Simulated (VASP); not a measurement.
A run of VASP 6.6.1 is set up as follows.

File POSCAR:

```
Mg2C
1.0
   -0.0903647536      2.6205778546      2.6205778546
    2.6205778546     -0.0903647536      2.6205778546
    2.6205778546      2.6205778546     -0.0903647536
C Mg
1 2
Direct
    0.0000000000      0.0000000000      0.0000000000
    0.2503358731      0.2503358731      0.2503358731
    0.7496641269      0.7496641269      0.7496641269
```

File INCAR.step1:

```
SYSTEM = Mg2C
PREC     = Accurate       ! precision mode
ENCUT    = 520            ! plane-wave cutoff, eV
EDIFF    = 1E-5           ! SCF threshold, eV
ISMEAR   = 0              ! smearing method
SIGMA    = 0.01           ! smearing width, eV
LREAL    = .False.        ! projectors in reciprocal space
LASPH    = .True.         ! aspherical terms in the spheres
NELM     = 100            ! most SCF steps
ALGO     = Normal         ! electronic algorithm
ISIF     = 2              ! what is computed and relaxed
LWAVE    = .True.         ! write WAVECAR
NBANDS   = 11             ! bands
GGA      = PE             ! functional
```

INCAR.step2

```
SYSTEM = Mg2C
PREC     = Accurate       ! precision mode
ENCUT    = 520            ! plane-wave cutoff, eV
EDIFF    = 1E-6           ! SCF threshold, eV
ISMEAR   = 0              ! smearing method
SIGMA    = 0.01           ! smearing width, eV
LREAL    = .False.        ! projectors in reciprocal space
LASPH    = .True.         ! aspherical terms in the spheres
NELM     = 100            ! most SCF steps
ALGO     = Normal         ! electronic algorithm
ISIF     = 2              ! what is computed and relaxed
LWAVE    = .False.        ! write WAVECAR
LCHARG   = .True.         ! write CHGCAR
GGA      = PE             ! functional
LHFCALC  = .True.         ! exact exchange
HFSCREEN = 0.2079         ! screening, 1/A
PRECFOCK = Normal       
LELF     = .True.         ! ELF
LVHAR    = .True.       
NBANDS   = 11             ! bands
ISTART   = 1
```

The input KPOINTS:

```
Automatic mesh
0
Gamma
  6 6 6
  0 0 0
```

Potentials or basis: VASP PAW PBE potentials, release 64 (C, Mg).

The run is started by

```sh
$ cat potpaw_PBE.64/C/POTCAR potpaw_PBE.64/Mg/POTCAR > POTCAR
$ cp INCAR.step1 INCAR
$ mpirun -np 1 vasp_std > vasp.out
$ cp INCAR.step2 INCAR
$ mpirun -np 1 vasp_std > vasp.out
```

Problem. Predict the band gap on the k mesh.

Solution. 1.26 eV (least direct gap 2.47 eV).

Problem. Estimate the pressure.

Solution. 5.3 GPa.

Stress tensor (GPa, compression positive):
```
5.32 2.72 2.72
2.72 5.32 2.72
2.72 2.72 5.32
```

Caveat: the cell differs from its parent crystal (strain along [111] -5.0%); the cell stands under pressure; the structure was generated, so it needn't be the stable form of Mg2C; the PAW data sets were made with another functional, which shifts forces and pressure a little. A k mesh can miss the band edges.
